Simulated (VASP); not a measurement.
Input of a VASP 6.6.1 run:

The input INCAR:

```
PREC = Accurate
ENCUT = 500
EDIFF = 1E-6
ISMEAR = 0
SIGMA = 0.1
LREAL = F
LASPH = T
NELM = 120
ALGO = Normal
ISIF = 2
LWAVE = F
LCHARG = F
GGA = PE
NBANDS = 15
GGA_COMPAT = F
```

File KPOINTS:

```
regular mesh
0
Gamma
  3 3 4
```

Contents of POSCAR:

```
CaB2
1.0
    3.2264302843      0.0000000000      0.0000000000
   -1.6132151421      2.7941705897      0.0000000000
    0.0000000000      0.0000000000      4.0673920000
Ca B
1 2
Direct
    0.0000000000      0.0000000000      0.0000000000
    0.3333333333      0.6666666667      0.5000000000
    0.6666666667      0.3333333333      0.5000000000
```

Potentials or basis: VASP PAW PBE potentials, release 64 (Ca_sv, B).

Run with:

```console
$ cat potpaw_PBE.64/Ca_sv/POTCAR potpaw_PBE.64/B/POTCAR > POTCAR
$ mpirun -np 1 vasp_std > vasp.out
```

(1) Estimate the pressure.

(2) Estimate the band gap on the k mesh.

Answers

(1) -0.6 GPa.

(2) zero (bands 8 and 9 overlap by 1.09 eV).

Caveat: the k points lie up to 0.75 Å⁻¹ apart, too coarse for converged energies and pressures of a metal.
